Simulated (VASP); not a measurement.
MgZn4O, 6 atoms in the cell. It takes space group Cmmm (No. 65, orthorhombic). Conventional cell: a = 6.807 Å, b = 7.080 Å, c = 3.252 Å, α = 90.00°, β = 90.00°, γ = 90.00°. Mg (site symmetry mmm) has 6 Zn at 2.01 to 2.13 Å within 2.7 Å. Within 2.7 Å of Zn (site symmetry 2mm) lie 1 Mg at 2.01 Å and 2 O at 2.14 Å. Zn (site symmetry m2m) has 2 Mg at 2.13 Å and 1 O at 2.16 Å and 1 Zn at 2.76 Å within 2.8 Å. O (site symmetry mmm) has 6 Zn at 2.14 to 2.16 Å within 2.8 Å. 

```yaml
Program: VASP 6.6.1
Task: relaxation of cell and atoms
Functional: PBE
Potentials_or_basis: VASP PAW PBE potentials, release 64 (Mg, Zn, O)
Cutoff: 600 eV
k_mesh: 3 × 3 × 5
Occupations: gaussian, width 0.2 eV
Spin: no spin polarisation
Dipole_correction: no
Further_INCAR_settings: ALGO = Normal; EDIFF = 1e-06; IBRION = 2; EDIFFG = -0.08; NSW = 36; ISIF = 3
```

Potentials or basis: VASP PAW PBE potentials, release 64 (Mg, Zn, O).

Launch:

```bash
$ cat potpaw_PBE.64/Mg/POTCAR potpaw_PBE.64/Zn/POTCAR potpaw_PBE.64/O/POTCAR > POTCAR
$ mpirun -np 1 vasp_std > vasp.out
```

Hardware: 1 thread of AMD EPYC 9R45 (Zen 5) (shared host).

Question: How long does it take, and how much memory?

Answer: Wall time 6.6 min on 1 thread of AMD EPYC 9R45 (Zen 5) (shared host), peak memory 0.19 GiB. Counts: scf iterations 125, k points 12, ion steps 12.
